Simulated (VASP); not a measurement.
Here is a VASP 6.6.1 calculation.

Contents of POSCAR:

```
NaF
1.0
    0.0000000000      2.2972417895      2.2972417895
    2.2972417895      0.0000000000      2.2972417895
    2.2972417895      2.2972417895      0.0000000000
Na F
1 1
Direct
    0.0000000000      0.0000000000      0.0000000000
    0.5000000000      0.5000000000      0.5000000000
```

File INCAR.step1:

```
PREC = Accurate
ENCUT = 520
ISMEAR = -1
SIGMA = 0.02
LREAL = F
LASPH = T
NELM = 60
NBANDS = 14
GGA = PE
ALGO = Normal
EDIFF = 1E-4
LWAVE = T
LCHARG = F
```

Contents of INCAR.step2:

```
PREC = Accurate
ENCUT = 520
EDIFF = 1E-7
ISMEAR = -1
SIGMA = 0.02
LREAL = F
LASPH = T
NELM = 60
ALGO = Normal
ISIF = 2
LWAVE = F
LCHARG = F
METAGGA = R2SCAN
LMIXTAU = T
NBANDS = 14
ISTART = 1
```

Contents of KPOINTS:

```
regular mesh
0
Gamma
  8 8 8
```

Potentials or basis: VASP PAW PBE potentials, release 64 (Na_pv, F).

Run with:

```console
$ cat potpaw_PBE.64/Na_pv/POTCAR potpaw_PBE.64/F/POTCAR > POTCAR
$ cp INCAR.step1 INCAR
$ mpirun -np 1 vasp_std > vasp.out
$ cp INCAR.step2 INCAR
$ mpirun -np 1 vasp_std > vasp.out
```

Q: Predict the band gap on the k mesh.

A: 7.32 eV.

Q: Predict the pressure.

A: -0.9 GPa.

Caveat: the PAW data sets were made with another functional, which shifts forces and pressure a little. r2SCAN opens gaps a little over a GGA but as a rule still falls short of measured ones.
